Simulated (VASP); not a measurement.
Here is a VASP 6.6.1 calculation.

File INCAR:

```
SYSTEM = RbH4Br
ALGO = Normal
EDIFF = 1E-6
EDIFFG = -0.01
ENCUT = 600
GGA = PS
IBRION = 2
ISIF = 3
ISMEAR = -1
LASPH = .True.
LCHARG = .False.
LREAL = .False.
LWAVE = .False.
NELM = 100
NSW = 80
PREC = Accurate
SIGMA = 0.1
```

KPOINTS

```
k-points
0
Gamma
  5 5 5
  0 0 0
```

File POSCAR:

```
RbH4Br
1.0
    0.0000000000      6.0167260000      0.0000000000
    6.0167260000      0.0000000000      0.0000000000
    3.0083630000      3.0083630000     -5.4759550000
Br Rb H
2 2 8
Direct
    0.5000000000      0.0000000000      0.0000000000
    0.0000000000      0.5000000000      0.0000000000
    0.2500000000      0.2500000000      0.5000000000
    0.7500000000      0.7500000000      0.5000000000
    0.7667000000      0.2667000000      0.7668000000
    0.2667000000      0.4665000000      0.7668000000
    0.4665000000      0.9665000000      0.7668000000
    0.9665000000      0.7667000000      0.7668000000
    0.7333000000      0.5335000000      0.2332000000
    0.2333000000      0.7333000000      0.2332000000
    0.0335000000      0.2333000000      0.2332000000
    0.5335000000      0.0335000000      0.2332000000
```

Potentials or basis: VASP PAW PBE potentials, release 64 (Br, Rb_sv, H).

The run is started by

```sh
$ cat potpaw_PBE.64/Br/POTCAR potpaw_PBE.64/Rb_sv/POTCAR potpaw_PBE.64/H/POTCAR > POTCAR
$ mpirun -np 1 vasp_std > vasp.out
```

Estimate the relaxed cell.

a = 6.414 Å, b = 6.414 Å, c = 7.046 Å, α = 62.93°, β = 62.93°, γ = 90.00°.

What does it give for the band gap on the k mesh?

1.71 eV (least direct gap 1.79 eV).

Estimate the relaxed volume.

18.49 Å³/atom.

The path:
| step | energy change (eV) | largest force (eV/Å) | pressure (GPa) | volume (Å³) |
| --- | --- | --- | --- | --- |
| 1 | 0.0000 | 0.5047 | 0.00 | 198.24 |
| 2 | -0.0910 | 0.3160 | 0.62 | 198.22 |
| 3 | -0.1433 | 0.0805 | 1.65 | 198.17 |
| 4 | -0.2016 | 0.0762 | 1.13 | 204.54 |
| 5 | -0.2691 | 0.0647 | 0.08 | 221.50 |
| 6 | -0.2704 | 0.0629 | -0.05 | 224.02 |
| 7 | -0.2704 | 0.0625 | -0.07 | 224.55 |
| 8 | -0.2738 | 0.0580 | -0.05 | 224.45 |
| 9 | -0.2819 | 0.0474 | 0.00 | 224.15 |
| 10 | -0.2902 | 0.0483 | 0.09 | 223.54 |
| 11 | -0.2906 | 0.0540 | 0.12 | 223.36 |
| 12 | -0.2885 | 0.0693 | -0.33 | 225.08 |
| 13 | -0.2917 | 0.0089 | -0.05 | 224.00 |
| 14 | -0.2924 | 0.0070 | -0.03 | 223.46 |
| 15 | -0.2935 | 0.0038 | 0.02 | 221.83 |

Caveat: the PAW data sets were made with another functional, which shifts forces and pressure a little; an odd mesh through Γ misses points on the zone boundary, where band edges can lie.
